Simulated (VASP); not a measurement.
A run of VASP 6.6.1 is set up as follows.

Contents of INCAR:

```
SYSTEM = Sn2Ir
PREC = Accurate
ENCUT = 520
EDIFF = 1E-7
ISMEAR = -1
SIGMA = 0.03
LREAL = .False.
LASPH = .True.
NELM = 60
ALGO = Normal
ISIF = 2
LWAVE = .False.
LCHARG = .True.
LELF = .True.
LVHAR = .True.
NBANDS = 26
```

The input KPOINTS:

```
regular mesh
0
Gamma
  10 10 10
  0 0 0
```

Contents of POSCAR:

```
Sn2Ir
1.0
    0.0000000000      3.1477309028      3.1477309028
    3.1477309028      0.0000000000      3.1477309028
    3.1477309028      3.1477309028      0.0000000000
Sn Ir
2 1
Direct
    0.2500000000      0.2500000000      0.2500000000
    0.7500000000      0.7500000000      0.7500000000
    0.0000000000      0.0000000000      0.0000000000
```

Potentials or basis: VASP PAW LDA potentials, release 64 (Sn_d, Ir).

Command:

```bash
$ cat potpaw_LDA.64/Sn_d/POTCAR potpaw_LDA.64/Ir/POTCAR > POTCAR
$ mpirun -np 1 vasp_std > vasp.out
```

**Question.** Estimate the pressure.

**Answer.** 0.9 GPa.
